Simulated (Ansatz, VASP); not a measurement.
InP: VASP beside Ansatz

INCAR

```
SYSTEM = InP
PREC     = Accurate       ! precision mode
ENCUT    = 520            ! plane-wave cutoff, eV
EDIFF    = 1E-6           ! SCF threshold, eV
ISMEAR   = 0              ! smearing method
SIGMA    = 0.15           ! smearing width, eV
LREAL    = .False.        ! projectors in reciprocal space
LASPH    = .True.         ! aspherical terms in the spheres
NELM     = 60             ! most SCF steps
ALGO     = Normal         ! electronic algorithm
ISIF     = 2              ! what is computed and relaxed
LWAVE    = .False.        ! write WAVECAR
LCHARG   = .False.        ! write CHGCAR
GGA      = PE             ! functional
NBANDS   = 16             ! bands
```

Contents of KPOINTS:

```
Automatic mesh
0
Gamma
  14 14 14
  0 0 0
```

Contents of POSCAR:

```
InP
1.0
    0.0000000000      2.7701982124      2.7701982124
    2.9641120873      0.0000000000      2.7701982124
    2.9641120873      2.7701982124      0.0000000000
In P
1 1
Direct
    0.0000000000      0.0000000000      0.0000000000
    0.5000000000      0.5000000000      0.5000000000
```

Input for Ansatz:

```yaml
crystal:
  lattice:
    - [0.0, 2.7701982124, 2.7701982124]
    - [2.9641120873, 0.0, 2.7701982124]
    - [2.9641120873, 2.7701982124, 0.0]
  atoms:
    - { symbol: In, position: [0.0, 0.0, 0.0] }
    - { symbol: P, position: [0.5, 0.5, 0.5] }
basis:
  ecutwfc: 420
kpoints:
  mp_grid: { grid: [14, 14, 14] }
hamiltonian:
  xc: pbe
  pseudopotentials: { kind: paw, azcp: { folder: soft_1 } }
scf:
  occupations: { method: gaussian, width: 0.15 }
output:
  forces: true
  stress: true
  eigenvalues: true
```

Change from the starting cell: mode 4 frozen in at +0.000 Å, normal strain along x +0.0700.

Alike in both runs: task single point; functional PBE; k mesh 14 × 14 × 14; occupations gaussian, width 0.15 eV; no spin polarisation.

```csv
,VASP,Ansatz
version,VASP 6.6.1,Ansatz 0.2.0
potentials or method,"VASP PAW PBE potentials, release 64 (In_d, P), cutoff 520 eV","scalar-relativistic, plane waves, PAW"
valence electrons in the cell,18,18
```

Ansatz gave:

| Quantity | Value |
| --- | --- |
| gap on the k mesh at the Fermi level (eV) | none |
| pressure (GPa) | -3.7 |
| traceless stress, the component that is largest in VASP (GPa) | -2.81 |

Problem. Estimate VASP's values.

Solution. gap on the k mesh at the Fermi level (eV): none; pressure (GPa): -3.7; traceless stress, the component that is largest in VASP (GPa): -2.80.

A gap of «none» marks a metal or a gap that the smearing closes. With one functional, cell and mesh, what is left measures potentials, basis and numerics.
